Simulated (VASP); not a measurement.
Write the native input for VASP 6.6.1 that does the following.

```
Task                   : single point
Functional             : LDA
Potentials or basis    : VASP PAW LDA potentials, release 64 (Au)
Cutoff                 : 520 eV
k mesh                 : 12 × 12 × 12
Occupations            : fermi-dirac, width 0.1 eV
Spin                   : no spin polarisation
Dipole correction      : no
Further INCAR settings : ALGO = Normal; EDIFF = 1e-06; NBANDS = 18
```

The structure of Au lies in POSCAR:

```
Au
1.0
    0.0000000000      2.7154313454      2.7154313454
    2.7154313454      0.0000000000      2.7154313454
    2.7154313454      2.7154313454      0.0000000000
Au
2
Direct
   -0.1250000000     -0.1250000000     -0.1250000000
    0.1250000000      0.1250000000      0.1250000000
```

This isn't the form of Au at room conditions, which is fcc.

One way to write it, as run:

INCAR

```
  PREC = Accurate
  ENCUT = 520
  EDIFF = 1E-6
  ISMEAR = -1
  SIGMA = 0.1
  LREAL = F
  LASPH = T
  NELM = 100
  ALGO = Normal
  ISIF = 2
  LWAVE = F
  LCHARG = F
  GGA = CA
  NBANDS = 18
```

KPOINTS

```
Automatic mesh
0
Gamma
  12 12 12
```

Potentials or basis: VASP PAW LDA potentials, release 64 (Au).

Command:

```console
$ cat potpaw_LDA.64/Au/POTCAR > POTCAR
$ mpirun -np 1 vasp_std > vasp.out
```

Results of the run:

```
Pressure               : 47.5 GPa
Band gap on the k mesh : zero (bands 11 and 12 overlap by 0.69 eV)
```

Caveat: the cell stands under pressure; spin-orbit coupling is left out, which moves the levels of the heavy elements.

Wall time 66 s on 1 thread of Intel Xeon 8259CL (shared host), peak memory 0.18 GiB.
